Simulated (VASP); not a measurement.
# ZnCu2SnS4 (I-4) in VASP: further runs, part 2 of 2

VASP 6.6.1. Earlier steps stand in the parts before.

### 4 Single point, PBE

This run uses another cell than the first one, of 21.63 Å³/atom.

The input, INCAR:

```
PREC = Accurate
ENCUT = 520
EDIFF = 1E-6
ISMEAR = 0
SIGMA = 0.01
LREAL = False
LASPH = True
NELM = 80
ALGO = Normal
ISIF = 2
LWAVE = False
LCHARG = True
GGA = PE
LELF = True
LVHAR = True
NBANDS = 46
```

The input, KPOINTS:

```
regular mesh
0
Gamma
  6 6 6
```

The input, POSCAR:

```
ZnCu2SnS4
1.0
   -2.7877053868      2.7877053868      5.5657665093
    2.7877053868     -2.7877053868      5.5657665093
    2.7877053868      2.7877053868     -5.5657665093
Zn Cu Sn S
1 2 1 4
Direct
    0.2500000000      0.7500000000      0.5000000000
    0.0000000000      0.0000000000      0.0000000000
    0.7500000000      0.2500000000      0.5000000000
    0.5000000000      0.5000000000      0.0000000000
    0.3716100000      0.8844100000      0.9996000000
    0.1155900000      0.1151900000      0.4872000000
    0.8848100000      0.3720100000      0.0004000000
    0.6279900000      0.6283900000      0.5128000000
```

Potentials or basis: VASP PAW PBE potentials, release 64 (Zn, Cu, Sn_d, S).

The run is started by

```
> cat potpaw_PBE.64/Zn/POTCAR potpaw_PBE.64/Cu/POTCAR potpaw_PBE.64/Sn_d/POTCAR potpaw_PBE.64/S/POTCAR > POTCAR
> mpirun -np 1 vasp_std > vasp.out
```

OUTCAR:

```text
PREC = Accurate
   ENCUT = 520
   EDIFF = 1E-6
   ISMEAR = 0
   LREAL = False
   LASPH = True
   NELM = 80
   ISIF = 2
   GGA = PE

 ion  position               nearest neighbor table
   1  0.250  0.750  0.500-   8 2.39   7 2.39   6 2.39   5 2.39
   2  0.000  0.000  0.000-   5 2.39   8 2.39   7 2.39   6 2.39
   3  0.750  0.250  0.500-   7 2.39   6 2.39   5 2.39   8 2.39
   4  0.500  0.500  0.000-   8 2.47   5 2.47   7 2.47   6 2.47
   5  0.372  0.884  1.000-   1 2.39   2 2.39   3 2.39   4 2.47
   6  0.116  0.115  0.487-   1 2.39   2 2.39   3 2.39   4 2.47
   7  0.885  0.372  0.000-   1 2.39   2 2.39   3 2.39   4 2.47
   8  0.628  0.628  0.513-   1 2.39   2 2.39   3 2.39   4 2.47

  LATTYP: Found a body centered tetragonal cell.
 ALAT       =     5.5754107736
 C/A-ratio  =     1.9965404291

  Lattice vectors:

 A1 = (  -2.7877053868,   2.7877053868,   5.5657665093)
 A2 = (   2.7877053868,  -2.7877053868,   5.5657665093)
 A3 = (   2.7877053868,   2.7877053868,  -5.5657665093)

[... 190 lines left out ...]
 cond. band min:       4.1185797019   @ k =   0.0000   0.0000   0.0000
 fundamental gap:      0.0435067318
 Fermi energy:         4.0968263274

 k-point     1 :       0.0000    0.0000    0.0000
  band No.  band energies     occupation
      1     -18.1089      2.00000
      2     -18.1044      2.00000
      3     -18.1044      2.00000
      4     -18.0404      2.00000
      5     -18.0326      2.00000
      6      -9.9841      2.00000
[... 1165 lines left out ...]
     45       9.7648      0.00000
     46       9.9799      0.00000

 [... further k-points ...]

------------------------ aborting loop because EDIFF is reached ----------------------------------------

  FORCE on cell =-STRESS in cart. coord.  units (eV):
  Direction    XX          YY          ZZ          XY          YZ          ZX
  --------------------------------------------------------------------------------------
  -------------------------------------------------------------------------------------
  Total       -3.1210987     -3.1210987     -3.2372155      0.0000001      0.0000000      0.0000000
  in kB      -28.9027629    -28.9027629    -29.9780564      0.0000009      0.0000000      0.0000000
  external PRESSURE =     -29.2611940 kB  Pullay stress =       0.0000000 kB

 VOLUME and BASIS-vectors are now :
 -----------------------------------------------------------------------------
  energy-cutoff  :      520.00
  volume of cell :      173.01
      direct lattice vectors                 reciprocal lattice vectors
    -2.787705387  2.787705387  5.565766509     0.000000000  0.179358982  0.089834886
     2.787705387 -2.787705387  5.565766509     0.179358982  0.000000000  0.089834886
     2.787705387  2.787705387 -5.565766509     0.179358982  0.179358982  0.000000000

 POSITION                                       TOTAL-FORCE (eV/Angst)
 -----------------------------------------------------------------------------------
      2.78771     -0.00000      2.78288         0.000000      0.000000     -0.000000
      0.00000      0.00000      0.00000         0.000000      0.000000     -0.000000
     -0.00000      2.78771      2.78288         0.000000      0.000000     -0.000000
      0.00000      0.00000      5.56577         0.000000      0.000000     -0.000000
      4.21613      1.35705      1.42717         0.324541     -0.028102      0.070496
      1.35705      1.35929     -1.42717        -0.028102     -0.324541     -0.070496
     -1.42842      1.43065      6.99294        -0.324541      0.028102      0.070496
      1.43065      1.42842      4.13859         0.028102      0.324541     -0.070496
 -----------------------------------------------------------------------------------
    total drift:                                0.000010      0.000010      0.000011

  FREE ENERGIE OF THE ION-ELECTRON SYSTEM (eV)
  ---------------------------------------------------
  free  energy   TOTEN  =       -32.4706857456 eV

  energy  without entropy=      -32.4706852854  energy(sigma->0) =      -32.47068552
```

OSZICAR:

```text
N       E                     dE             d eps       ncg     rms          rms(c)
DAV:   1     0.721292316767E+03    0.72129E+03   -0.31782E+04  3342   0.194E+03
DAV:   2     0.938346063796E+02   -0.62746E+03   -0.60426E+03  3312   0.507E+02
DAV:   3    -0.247497980633E+02   -0.11858E+03   -0.11545E+03  4086   0.206E+02
DAV:   4    -0.342974508982E+02   -0.95477E+01   -0.94123E+01  4456   0.578E+01
DAV:   5    -0.347466564827E+02   -0.44921E+00   -0.44844E+00  4894   0.135E+01    0.160E+01
DAV:   6    -0.345158798823E+02    0.23078E+00   -0.33396E+01  5156   0.880E+01    0.120E+01
DAV:   7    -0.323590006464E+02    0.21569E+01   -0.96265E+00  4600   0.757E+01    0.747E+00
DAV:   8    -0.325934621729E+02   -0.23446E+00   -0.38447E+00  5360   0.214E+01    0.387E+00
DAV:   9    -0.324867026904E+02    0.10676E+00   -0.14130E+00  4608   0.196E+01    0.106E+00
DAV:  10    -0.324695115590E+02    0.17191E-01   -0.12426E-01  4950   0.790E+00    0.357E-01
DAV:  11    -0.324697244238E+02   -0.21286E-03   -0.26072E-02  5054   0.300E+00    0.237E-01
DAV:  12    -0.324705577250E+02   -0.83330E-03   -0.41390E-03  5106   0.627E-01    0.926E-02
DAV:  13    -0.324707104255E+02   -0.15270E-03   -0.71098E-04  5146   0.436E-01    0.539E-02
DAV:  14    -0.324706731797E+02    0.37246E-04   -0.16119E-04  5176   0.218E-01    0.257E-02
DAV:  15    -0.324706833317E+02   -0.10152E-04   -0.51783E-05  4860   0.527E-02    0.140E-02
DAV:  16    -0.324706848953E+02   -0.15636E-05   -0.47233E-06  3822   0.332E-02    0.390E-03
DAV:  17    -0.324706857456E+02   -0.85029E-06   -0.27074E-06  3288   0.273E-02
   1 F= -.32470686E+02 E0= -.32470686E+02  d E =-.460131E-06
```

stdout:

```text
POSCAR found type information on POSCAR ZnCuSnS
 POSCAR found :  4 types and       8 ions
 scaLAPACK will be used
 LDA part: xc-table for (Slater+PW92), standard interpolation
 POSCAR, INCAR and KPOINTS ok, starting setup
 FFT: planning ... GRIDC
 FFT: planning ... GRID_SOFT
 FFT: planning ... GRID
 WAVECAR not read
 entering main loop
```

It took 10 min on 1 thread of Intel Xeon Platinum 8488C (Sapphire Rapids), shared host; peak memory 0.58 GiB.

What came out:

```
Free energy            : -32.4707 eV
Pressure               : -2.9 GPa
Largest force          : 0.333 eV/Å
Band gap on the k mesh : 0.04 eV
```

Forces in eV/Å, atoms in the order of the input:
```
Zn   0.000  0.000  0.000
Cu   0.000  0.000  0.000
Cu   0.000  0.000  0.000
Sn   0.000  0.000  0.000
S    0.325 -0.028  0.070
S   -0.028 -0.325 -0.070
S   -0.325  0.028  0.070
S    0.028  0.325 -0.070
```

Stress tensor (GPa, compression positive):
```
-2.89  0.00  0.00
 0.00 -2.89  0.00
 0.00  0.00 -3.00
```

Caveat: semilocal functionals underestimate gaps, and a narrow one can read as zero; spin-orbit coupling is left out, which moves the levels of the heavy elements.

### 5 The runs side by side

| cell | gap on the mesh (eV) | pressure (GPa) | largest force (eV/Å) |
| --- | --- | --- | --- |
| a = 6.648 Å, angles 131.8, 131.8, 70.6°, 8 atoms | 0.32 | 2.1 | 0.58 |
| a = 6.735 Å, angles 131.8, 131.8, 70.6°, 8 atoms | 0.17 | -0.7 | 0.44 |
| a = 6.821 Å, angles 131.8, 131.8, 70.6°, 8 atoms | 0.04 | -2.9 | 0.33 |

Alike in all rows: task single point; level PBE; potentials or basis VASP PAW PBE potentials, release 64 (Zn, Cu, Sn_d, S); no spin polarisation; k mesh 6 × 6 × 6; cutoff (eV) 520; smearing gaussian 0.01 eV.

Caveats: semilocal functionals underestimate gaps, and a narrow one can read as zero; spin-orbit coupling is left out, which moves the levels of the heavy elements.

Absolute energies hang on the potentials; compare differences alone.
